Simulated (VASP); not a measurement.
Wanted: the native input for a VASP 6.6.1 run.

- Task: single point
- Functional: PBE
- Potentials or basis: VASP PAW PBE potentials, release 64 (C)
- Cutoff: 600 eV
- k mesh: 10 × 10 × 10
- Occupations: gaussian, width 0.05 eV
- Spin: no spin polarisation
- Dipole correction: no
- Further INCAR settings: ALGO = Normal; EDIFF = 1e-06; NBANDS = 11

The structure of C lies in POSCAR:

```
C
1.0
    0.0000000000      1.7857710771      1.7857710771
    1.7857710771      0.0000000000      1.7857710771
    1.7857710771      1.7857710771      0.0000000000
C
2
Direct
    0.0000000000      0.0000000000      0.0000000000
    0.2500000000      0.2500000000      0.2500000000
```

These files were run (other wordings do the same):

INCAR

```
SYSTEM = C
PREC = Accurate ; ENCUT = 600
EDIFF = 1E-6 ; ISMEAR = 0
SIGMA = 0.05 ; LREAL = .False.
LASPH = .True. ; NELM = 120
ALGO = Normal ; ISIF = 2
LWAVE = .False. ; LCHARG = .False.
GGA = PE ; NBANDS = 11
GGA_COMPAT = .False.
```

KPOINTS

```
regular mesh
0
Gamma
  10 10 10
  0 0 0
```

Potentials or basis: VASP PAW PBE potentials, release 64 (C).

Command:

```bash
$ cat potpaw_PBE.64/C/POTCAR > POTCAR
$ mpirun -np 1 vasp_std > vasp.out
```

It gave:

```json
{
  "Pressure": "0.0 GPa",
  "Band gap on the k mesh": "4.16 eV, indirect (least direct gap 5.58 eV)"
}
```

It took 12 s on 1 thread of Intel Xeon 8259CL, on a shared host, peak memory 0.12 GiB.
